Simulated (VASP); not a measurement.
# WBrF4 (F-43m) in VASP: a series of runs, part 2 of 2

VASP 6.6.1.

**3. Relaxation of cell and atoms, PBE, collinear spin**

This run uses another cell than the first one, of 11.00 Å³/atom.

Contents of INCAR:

```
SYSTEM = WBrF4
  ALGO = Normal
  EDIFF = 1E-6
  EDIFFG = -0.04
  ENCUT = 600
  GGA = PE
  IBRION = 2
  ISIF = 3
  ISMEAR = 0
  ISPIN = 2
  LASPH = .TRUE.
  LCHARG = .FALSE.
  LMAXMIX = 4
  LORBIT = 11
  LREAL = .FALSE.
  LWAVE = .FALSE.
  MAGMOM = 1.16 0 0 0 0 0
  NELM = 150
  NSW = 90
  PREC = Accurate
  SIGMA = 0.1
```

Contents of KPOINTS:

```
k-points
0
G
  6 6 6
  0 0 0
```

Contents of POSCAR:

```
WBrF4
1.0
    0.0000000000      3.2079218883      3.2079218883
    3.2079218883      0.0000000000      3.2079218883
    3.2079218883      3.2079218883      0.0000000000
W Br F
1 1 4
Direct
    0.0000000000      0.0000000000      0.0000000000
    0.2500000000      0.2500000000      0.2500000000
    0.6261692855      0.6261692855      0.6261692855
    0.1214921435      0.6261692855      0.6261692855
    0.6261692855      0.6261692855      0.1214921435
    0.6261692855      0.1214921435      0.6261692855
```

Potentials or basis: VASP PAW PBE potentials, release 64 (W_sv, Br, F).

On the command line:

```
cat potpaw_PBE.64/W_sv/POTCAR potpaw_PBE.64/Br/POTCAR potpaw_PBE.64/F/POTCAR > POTCAR
mpirun -np 1 vasp_std > vasp.out
```

OUTCAR:

```text
SYSTEM = WBrF4
   EDIFF = 1E-6
   EDIFFG = -0.04
   ENCUT = 600
   GGA = PE
   IBRION = 2
   ISIF = 3
   ISMEAR = 0
   ISPIN = 2
   LASPH = .TRUE.
   LORBIT = 11
   LREAL = .FALSE.
   NELM = 150
   NSW = 90
   PREC = Accurate

 ion  position               nearest neighbor table
   1  0.000  0.000  0.000-   5 2.66   6 2.66   4 2.66   5 2.66   4 2.66   6 2.66   3 2.66   3 2.66
                             3 2.66   4 2.66   5 2.66   6 2.66   2 2.78   2 2.78   2 2.78   2 2.78
   2  0.250  0.250  0.250-   1 2.78   1 2.78   1 2.78   1 2.78
   3  0.626  0.626  0.626-   1 2.66   1 2.66   1 2.66
[... 1290 lines left out ...]
      0.00000      0.00000      0.00000        -0.000000     -0.000000     -0.000000
      1.60396      1.60396      1.60396        -0.000000     -0.000000     -0.000000
      4.01740      4.01740      4.01740         0.001868      0.001868      0.001868
      4.01740      2.39844      2.39844         0.001868     -0.001868     -0.001868
      2.39844      2.39844      4.01740        -0.001868     -0.001868      0.001868
      2.39844      4.01740      2.39844        -0.001868      0.001868     -0.001868
 -----------------------------------------------------------------------------------
    total drift:                                0.000000      0.000000      0.000000

  FREE ENERGIE OF THE ION-ELECTRON SYSTEM (eV)
  ---------------------------------------------------
  free  energy   TOTEN  =       -22.7328964592 eV

  energy  without entropy=      -22.7231232533  energy(sigma->0) =      -22.72800986

 reached required accuracy - stopping structural energy minimisation

 total charge

# of ion       s       p       d       tot
------------------------------------------
    1        2.206   6.094   2.835  11.134
    2        1.651   2.992   0.078   4.721
    3        1.756   4.257   0.000   6.013
    4        1.756   4.257   0.000   6.013
    5        1.756   4.257   0.000   6.013
    6        1.756   4.257   0.000   6.013
--------------------------------------------------
tot         10.882  26.114   2.912  39.909

 magnetization (x)

# of ion       s       p       d       tot
------------------------------------------
    1        0.020   0.010   1.137   1.166
    2        0.003  -0.116   0.007  -0.106
    3        0.002  -0.058   0.000  -0.056
    4        0.002  -0.058   0.000  -0.056
    5        0.002  -0.058   0.000  -0.056
    6        0.002  -0.058   0.000  -0.056
--------------------------------------------------
tot          0.030  -0.338   1.144   0.837
```

OSZICAR:

```text
N       E                     dE             d eps       ncg     rms          rms(c)
DAV:   1     0.489254608067E+03    0.48925E+03   -0.29287E+04  1920   0.189E+03
DAV:   2     0.123652478746E+01   -0.48802E+03   -0.46291E+03  2232   0.488E+02
[... 12 lines left out ...]
DAV:  15    -0.227328289431E+02    0.69554E-03   -0.99046E-04  2032   0.240E-01    0.569E-02
DAV:  16    -0.227329589225E+02   -0.12998E-03   -0.22509E-04  2016   0.927E-02    0.879E-02
DAV:  17    -0.227330107891E+02   -0.51867E-04   -0.39374E-05  1920   0.449E-02    0.925E-02
DAV:  18    -0.227329066993E+02    0.10409E-03   -0.55172E-05  2016   0.631E-02    0.334E-02
DAV:  19    -0.227328970885E+02    0.96108E-05   -0.17725E-05  1932   0.262E-02    0.127E-02
DAV:  20    -0.227328964592E+02    0.62927E-06   -0.74434E-07   960   0.561E-03
   1 F= -.22732896E+02 E0= -.22728010E+02  d E =-.227329E+02  mag=     0.9922
```

It took 3.3 min on 1 thread of Intel Xeon 8259CL, shared host; peak memory 0.28 GiB.

What came out:

| Quantity | Value |
| --- | --- |
| Free energy | -22.7329 eV |
| Pressure after relaxing | -0.3 GPa |
| Largest force after relaxing | 0.003 eV/Å |
| Band gap on the k mesh | zero (filled and empty bands overlap) |
| Net moment | 0.99 μB per cell |
| Site moments | W +1.17; Br -0.11; F -0.06 μB |
| Valence electrons inside the program's atomic spheres | W 11.13; Br 4.72; F 6.01 |

Forces in eV/Å, atoms in the order of the input:
```
W    0.000  0.000  0.000
Br   0.000  0.000  0.000
F    0.002  0.002  0.002
F    0.002 -0.002 -0.002
F   -0.002 -0.002  0.002
F   -0.002  0.002 -0.002
```

Final structure:
```
W Br F
1.0
     0.00000    3.20792    3.20792
     3.20792    0.00000    3.20792
     3.20792    3.20792    0.00000
W Br F
1 1 4
Direct
  0.00000 0.00000 0.00000
  0.25000 0.25000 0.25000
  0.62617 0.62617 0.62617
  0.12149 0.62617 0.62617
  0.62617 0.62617 0.12149
  0.62617 0.12149 0.62617
```

Levels at points of the mesh, in eV from the Fermi level:
Spin up:
| k point | band 22 | band 23 | band 24 | band 25 | band 26 | band 27 | band 28 | band 29 |
| --- | --- | --- | --- | --- | --- | --- | --- | --- |
| (0.00, 0.00, 0.00) | -0.11 | -0.11 | -0.11 | 0.53 | 0.53 | 0.98 | 0.98 | 0.98 |
| (0.50, 0.00, 0.00) | -1.46 | -0.57 | -0.49 | -0.49 | 0.13 | 0.13 | 1.26 | 1.26 |
| (0.50, 0.50, 0.00) | -2.07 | -0.46 | -0.46 | -0.34 | -0.17 | 0.49 | 1.03 | 1.03 |
Spin down:
```tsv
k point	band 21	band 22	band 23	band 24	band 25	band 26	band 27	band 28
(0.00, 0.00, 0.00)	-1.58	-0.23	-0.23	-0.23	1.42	1.42	1.64	1.64
(0.50, 0.00, 0.00)	-1.71	-1.56	-0.47	-0.47	0.22	0.90	0.90	1.81
(0.50, 0.50, 0.00)	-2.16	-1.90	-0.57	-0.57	0.47	0.60	1.31	1.48
```

Caveat: spin-orbit coupling is left out, which moves the levels of the heavy elements.
